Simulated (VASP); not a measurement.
A run of VASP 6.6.1 is set up as follows.

File INCAR:

```
ALGO = Normal
EDIFF = 1E-6
ENCUT = 520
ISIF = 2
ISMEAR = -1
LASPH = T
LCHARG = F
LREAL = F
LWAVE = F
NBANDS = 15
NELM = 100
PREC = Accurate
SIGMA = 0.1
```

Contents of KPOINTS:

```
k-points
0
Gamma
  6 6 6
```

File POSCAR:

```
RbBr
1.0
    0.0000000000      3.4270000000      3.4270000000
    3.4270000000      0.0000000000      3.4270000000
    3.4270000000      3.4270000000      0.0000000000
Rb Br
1 1
Direct
    0.0000000000      0.0000000000      0.0000000000
    0.5000000000      0.5000000000      0.5000000000
```

Potentials or basis: VASP PAW LDA potentials, release 64 (Rb_sv, Br).

Launch:

```console
$ cat potpaw_LDA.64/Rb_sv/POTCAR potpaw_LDA.64/Br/POTCAR > POTCAR
$ mpirun -np 1 vasp_std > vasp.out
```

Q: Predict the band gap on the k mesh.

A: 3.96 eV, direct.

Q: Estimate the pressure.

A: -1.2 GPa.

A hybrid or GW would open this gap; LDA tends to underestimate it.
